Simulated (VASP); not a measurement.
# PbSe in VASP: a series of runs, part 2 of 2

VASP 6.6.1. Earlier steps stand in the parts before.

## (3) Electric field gradients, PBEsol (equal xy, yz and zx shear strains of -3 %)

Contents of INCAR:

```
SYSTEM = PbSe
PREC = Accurate ; ENCUT = 520
EDIFF = 1E-8 ; ISMEAR = -1
SIGMA = 0.01 ; LREAL = .FALSE.
LASPH = .TRUE. ; NELM = 100
ALGO = Normal ; ISIF = 2
LWAVE = .FALSE. ; LCHARG = .FALSE.
GGA = PS ; LEFG = .TRUE.
NBANDS = 17
```

Contents of KPOINTS:

```
Automatic mesh
0
G
  9 9 9
  0 0 0
```

Contents of POSCAR:

```
PbSe
1.0
   -0.0918645000      3.0162177500      3.0162177500
    3.0162177500     -0.0918645000      3.0162177500
    3.0162177500      3.0162177500     -0.0918645000
Pb Se
1 1
Direct
    0.0000000000      0.0000000000      0.0000000000
    0.5000000000      0.5000000000      0.5000000000
```

Potentials or basis: VASP PAW PBE potentials, release 64 (Pb_d, Se).

Run with:

```
$ cat potpaw_PBE.64/Pb_d/POTCAR potpaw_PBE.64/Se/POTCAR > POTCAR
$ mpirun -np 1 vasp_std > vasp.out
```

OUTCAR:

```text
SYSTEM = PbSe
   PREC = Accurate
   ENCUT = 520
   EDIFF = 1E-8
   ISMEAR = -1
   LREAL = .FALSE.
   LASPH = .TRUE.
   NELM = 100
   ISIF = 2
   GGA = PS

 ion  position               nearest neighbor table
   1  0.000  0.000  0.000-   2 3.06   2 3.06   2 3.06   2 3.06   2 3.06   2 3.06
   2  0.500  0.500  0.500-   1 3.06   1 3.06   1 3.06   1 3.06   1 3.06   1 3.06

  LATTYP: Found a trigonal (rhomboedric) cell.
 ALAT       =     4.2665651427
 COS(alpha) =     0.4693254694

  Lattice vectors:

 A1 = (  -0.0918645000,   3.0162177500,   3.0162177500)
 A2 = (   3.0162177500,  -0.0918645000,   3.0162177500)
 A3 = (   3.0162177500,   3.0162177500,  -0.0918645000)

Analysis of symmetry for initial positions (statically):
=====================================================================
 Subroutine PRICEL returns:
 Original cell was already a primitive cell.

 Routine SETGRP: Setting up the symmetry group for a
 trigonal (rhombohedral) supercell.

 Subroutine GETGRP returns: Found 12 space group operations
 (whereof 12 operations were pure point group operations)
 out of a pool of 12 trial point group operations.

The static configuration has the point symmetry D_3d.

Analysis of symmetry for dynamics (positions and initial velocities):
=====================================================================
 Subroutine PRICEL returns:
 Original cell was already a primitive cell.

 Routine SETGRP: Setting up the symmetry group for a
 trigonal (rhombohedral) supercell.

 Subroutine GETGRP returns: Found 12 space group operations
 (whereof 12 operations were pure point group operations)
 out of a pool of 12 trial point group operations.

The dynamic configuration has the point symmetry D_3d.

 Subroutine INISYM returns: Found 12 space group operations
 (whereof 12 operations are pure point group operations),
 and found     1 'primitive' translations

----------------------------------------------------------------------------------------

                                     Primitive cell

  volume of cell :      57.3870

  direct lattice vectors                    reciprocal lattice vectors
    -0.091864500  3.016217750  3.016217750    -0.158383209  0.163358598  0.163358598
     3.016217750 -0.091864500  3.016217750     0.163358598 -0.158383209  0.163358598
     3.016217750  3.016217750 -0.091864500     0.163358598  0.163358598 -0.158383209

  length of vectors
     4.266565143  4.266565143  4.266565143     0.280102310  0.280102310  0.280102310

  position of ions in fractional coordinates (direct lattice)
     0.000000000  0.000000000  0.000000000
     0.500000000  0.500000000  0.500000000

  ion indices of the primitive-cell ions
   primitive index   ion index
                 1           1
                 2           2

----------------------------------------------------------------------------------------

 KPOINTS: Automatic mesh

Automatic generation of k-mesh.
 Grid dimensions read from file:
 generate k-points for:    9    9    9
[... 71 lines left out ...]
   ISYM   =      2    0-nonsym 1-usesym 2-fastsym
   POTIM  = 0.5000    time-step for ionic-motion
   TEBEG  =    0.0;   TEEND  =   0.0 temperature during run
   PSTRESS=    0.0 pullay stress
   NELECT =      20.0000    total number of electrons
   NUPDOWN=      -1.0000    fix difference up-down
   EMIN   =  10.00;   EMAX   =-10.00  energy-range for DOS
   EFERMI =   0.00;   METHOD = LEGACY
   ISMEAR =    -1;   SIGMA  =   0.01  broadening in eV -4-tet -1-fermi 0-gaus
   EFERMI_NEDOS =   21; number of points for ismear=-14 and -15
   IALGO  =     38    algorithm
   IMIX   =      4    mixing-type and parameters
     AMIX     =   0.40;   BMIX     =  1.00
     AMIX_MAG =   1.60;   BMIX_MAG =  1.00
  volume/ion in A,a.u.               =      28.69       193.63
  Fermi-wavevector in a.u.,A,eV,Ry     =   1.152074  2.177104 18.058670  1.327275
  Thomas-Fermi vector in A             =   2.288728
   LORBIT       =      0    0 simple, 1 ext, 2 COOP (PROOUT), +10 PAW based schemes
   GGA     = PS    functional components
   LHFCALC =     F    Hartree Fock is set to
   AEXX    =    0.0000 exact exchange contribution
   IVDW    =     0    specifies the selected vdW correction
   LEPSILON=     F    determine dielectric tensor
   LRPA    =     F    only Hartree local field effects (RPA)
 non-spin polarized calculation
  energy-cutoff  :      520.00
  volume of cell :       57.39
 maximum number of plane-waves:      1569
   NGX = 15   NGY = 15   NGZ = 15

 number of electron      19.9999997 magnetization

 Free energy of the ion-electron system (eV)
  ---------------------------------------------------
  ext. energy  EPLUGINS =         0.00000000
  ---------------------------------------------------
  free energy    TOTEN  =        -8.90861135 eV

  energy without entropy =       -8.90861135  energy(sigma->0) =       -8.90861135

 E-fermi :   4.9483     XC(G=0):  -9.7172

 val. band max:        4.7477441262   @ k =   0.4444   0.0000   0.0000
 cond. band min:       5.1261465170   @ k =   0.4444   0.4444   0.4444
 fundamental gap:      0.3784023908
 Fermi energy:         4.9482780556

 k-point     1 :       0.0000    0.0000    0.0000
  band No.  band energies     occupation
      1     -11.8555      2.00000
      2     -11.8555      2.00000
      3     -11.8510      2.00000
      4     -11.8392      2.00000
      5     -11.8392      2.00000
      6      -8.6949      2.00000
[... 457 lines left out ...]
      4     -11.8070      2.00000
      5     -11.8011      2.00000
      6      -7.3031      2.00000
[... 9 lines left out ...]
     16      16.2245      0.00000
     17      17.1746      0.00000

 [... further k-points ...]

------------------------ aborting loop because EDIFF is reached ----------------------------------------

  FORCE on cell =-STRESS in cart. coord.  units (eV):
  Direction    XX          YY          ZZ          XY          YZ          ZX
  --------------------------------------------------------------------------------------
  -------------------------------------------------------------------------------------
  Total       -0.2093942     -0.2093942     -0.2093942      0.1779083      0.1779083      0.1779083
  in kB       -5.8460433     -5.8460433     -5.8460433      4.9669941      4.9669941      4.9669941
  external PRESSURE =      -5.8460433 kB  Pullay stress =       0.0000000 kB

 VOLUME and BASIS-vectors are now :
 -----------------------------------------------------------------------------
  energy-cutoff  :      520.00
  volume of cell :       57.39
      direct lattice vectors                 reciprocal lattice vectors
    -0.091864500  3.016217750  3.016217750    -0.158383209  0.163358598  0.163358598
     3.016217750 -0.091864500  3.016217750     0.163358598 -0.158383209  0.163358598
     3.016217750  3.016217750 -0.091864500     0.163358598  0.163358598 -0.158383209

 POSITION                                       TOTAL-FORCE (eV/Angst)
 -----------------------------------------------------------------------------------
      0.00000      0.00000      0.00000         0.000000     -0.000000      0.000000
      2.97029      2.97029      2.97029        -0.000000      0.000000     -0.000000
 -----------------------------------------------------------------------------------
    total drift:                                0.000000     -0.000000     -0.000000

  FREE ENERGIE OF THE ION-ELECTRON SYSTEM (eV)
  ---------------------------------------------------
  free  energy   TOTEN  =        -8.9086113452 eV

  energy  without entropy=       -8.9086113452  energy(sigma->0) =       -8.90861135

 Electric field gradients (V/A^2)
---------------------------------------------------------------------
 ion       V_xx      V_yy      V_zz      V_xy      V_xz      V_yz
---------------------------------------------------------------------
   1       0.000    -0.000     0.000     3.397     3.397     3.397
   2       0.000    -0.000    -0.000   -10.175   -10.175   -10.175
---------------------------------------------------------------------

 Electric field gradients after diagonalization (V/A^2)
 (convention: |V_zz| > |V_xx| > |V_yy|)
----------------------------------------------------------------------
 ion       V_xx      V_yy      V_zz     asymmetry (V_yy - V_xx)/ V_zz
----------------------------------------------------------------------
   1      -3.397    -3.397     6.795       0.000
   2      10.175    10.175   -20.350       0.000
----------------------------------------------------------------------

           NMR quadrupolar parameters

 Cq : quadrupolar parameter    Cq=e*Q*V_zz/h
 eta: asymmetry parameters     (V_yy - V_xx)/ V_zz
 Q  : nuclear electric quadrupole moment in mb (millibarn)
----------------------------------------------------------------------
 ion       Cq(MHz)       eta       Q (mb)
----------------------------------------------------------------------
   1       0.016       0.000       1.000
   2      -0.049       0.000       1.000
----------------------------------------------------------------------
```

OSZICAR:

```text
N       E                     dE             d eps       ncg     rms          rms(c)
DAV:   1     0.156243849337E+03    0.15624E+03   -0.95627E+03  2906   0.121E+03
DAV:   2     0.218071932633E+01   -0.15406E+03   -0.14883E+03  3118   0.311E+02
DAV:   3    -0.890515792302E+01   -0.11086E+02   -0.10962E+02  3603   0.886E+01
DAV:   4    -0.916911438522E+01   -0.26396E+00   -0.26377E+00  3641   0.150E+01
DAV:   5    -0.917770805438E+01   -0.85937E-02   -0.85932E-02  4067   0.267E+00    0.266E+00
DAV:   6    -0.891559654287E+01    0.26211E+00   -0.64521E-01  4467   0.582E+00    0.150E+00
DAV:   7    -0.890830953237E+01    0.72870E-02   -0.10128E-01  3510   0.160E+00    0.798E-01
DAV:   8    -0.890894627465E+01   -0.63674E-03   -0.10335E-02  3608   0.108E+00    0.135E-01
DAV:   9    -0.890859028054E+01    0.35599E-03   -0.23374E-03  4472   0.441E-01    0.459E-02
DAV:  10    -0.890861173376E+01   -0.21453E-04   -0.15597E-04  3368   0.724E-02    0.161E-02
DAV:  11    -0.890861141575E+01    0.31802E-06   -0.27341E-05  3951   0.510E-02    0.532E-03
DAV:  12    -0.890861134383E+01    0.71914E-07   -0.15918E-06  3947   0.135E-02    0.105E-03
DAV:  13    -0.890861134523E+01   -0.14002E-08   -0.58319E-08  3851   0.300E-03
   1 F= -.89086113E+01 E0= -.89086113E+01  d E =-.262010E-10
```

stdout:

```text
POSCAR found type information on POSCAR PbSe
 POSCAR found :  2 types and       2 ions
 scaLAPACK will be used
 -----------------------------------------------------------------------------
|                                                                             |
|                                                                             |
|     You enforced a specific xc type in the INCAR file but a different       |
|     I HOPE YOU KNOW WHAT YOU ARE DOING!                                     |
|                                                                             |
 -----------------------------------------------------------------------------

 LDA part: xc-table for (Slater+PW92), standard interpolation
 POSCAR, INCAR and KPOINTS ok, starting setup
 FFT: planning ... GRIDC
 FFT: planning ... GRID_SOFT
 FFT: planning ... GRID
 WAVECAR not read
 entering main loop
ion   1

ion   2
```

Run time: 22 s. Hardware: 1 thread of Intel Xeon 6975P-C (Granite Rapids), shared host; peak memory 0.23 GiB.

Results:

```yaml
Free_energy: -8.9086 eV
Pressure: -0.6 GPa
Band_gap_on_the_k_mesh: 0.38 eV, indirect (least direct gap 0.60 eV)
```

Electric field gradients, principal values (V/Å²):
```csv
atom,least,middle,greatest (by size)
1 Pb,-3.397,-3.397,6.795
2 Se,10.175,10.175,-20.350
```

Caveat: the cell differs from its parent crystal (equal xy, yz and zx shear strains of -3 %); without QUAD_EFG the Cq values of the log hold for a quadrupole moment of 1 mb, not for the nuclei; the PAW data sets were made with another functional, which shifts forces and pressure a little; spin-orbit coupling is left out, which moves the levels of the heavy elements.
